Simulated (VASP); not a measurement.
## SiO2: single point with PBEsol+D3(BJ)

Crystal: SiO2.

```
CELL_PARAMETERS angstrom
-2.62334 4.77675 4.44167
2.62334 -4.77675 4.44167
2.62334 4.77675 -4.44167
ATOMIC_POSITIONS crystal
Si 0.26034 0.84494 0.41540
Si 0.07045 0.15506 0.91540
Si 0.73966 0.15506 0.58460
Si 0.92955 0.84494 0.08460
O 0.50000 0.00000 0.50000
O 0.00000 0.00000 0.00000
O 0.79318 0.00000 0.29318
O 0.20682 0.50000 0.20682
O 0.20682 0.00000 0.70682
O 0.79318 0.50000 0.79318
O 0.86931 0.11931 0.75000
O 0.13069 0.88069 0.25000
```

```
Program                : VASP 6.6.1
Task                   : single point
Functional             : PBEsol
Dispersion             : D3(BJ)
Potentials or basis    : VASP PAW PBE potentials, release 64 (Si, O)
Cutoff                 : 520 eV
k mesh                 : 6 × 6 × 6
Occupations            : fermi-dirac, width 0.05 eV
Spin                   : no spin polarisation
Dipole correction      : no
Further INCAR settings : ALGO = Normal; EDIFF = 1e-07; NBANDS = 44
```

```json
{"Pressure": "1.4 GPa", "Largest force": "0.204 eV/Å", "Band gap on the k mesh": "5.56 eV", "Dispersion energy per atom": "-0.073 eV"}
```

Forces on the atoms (eV/Å):
```
Si   0.000 -0.075 -0.040
Si   0.000 -0.075  0.040
Si   0.000  0.075  0.040
Si   0.000  0.075 -0.040
O    0.000  0.000  0.000
O    0.000  0.000  0.000
O    0.000 -0.204  0.000
O    0.000  0.204  0.000
O    0.000  0.204  0.000
O    0.000 -0.204  0.000
O    0.000  0.000 -0.163
O    0.000  0.000  0.163
```

Stress tensor (GPa, compression positive):
```
1.39 0.00 0.00
0.00 1.40 0.00
0.00 0.00 1.49
```

Levels at points of the mesh, in eV from the valence-band top:
```tsv
k point	band 28	band 29	band 30	band 31	band 32	band 33	band 34	band 35	band 36	band 37
(0.00, 0.00, 0.00)	-1.24	-1.06	-0.72	-0.42	0.00	5.56	8.60	8.71	8.87	9.19
(0.50, 0.00, 0.00)	-1.21	-0.56	-0.53	-0.31	-0.14	6.54	7.05	8.56	9.07	9.21
(0.00, 0.50, 0.00)	-1.37	-0.89	-0.85	-0.73	-0.20	7.69	7.94	8.49	8.55	9.37
(0.50, 0.50, 0.00)	-1.45	-0.98	-0.98	-0.39	-0.39	7.77	7.77	8.99	8.99	9.18
(0.50, 0.50, 0.50)	-1.35	-0.56	-0.23	-0.20	-0.02	7.49	7.53	7.88	7.93	8.73
```

Wall time 9 min on 1 thread of Intel(R) Xeon(R) 6975P-C (Granite Rapids), with other jobs on the host, peak memory 0.58 GiB.

Caveat: three body term missing; the PAW data sets were made with another functional, which shifts forces and pressure a little. A k mesh can miss the band edges.
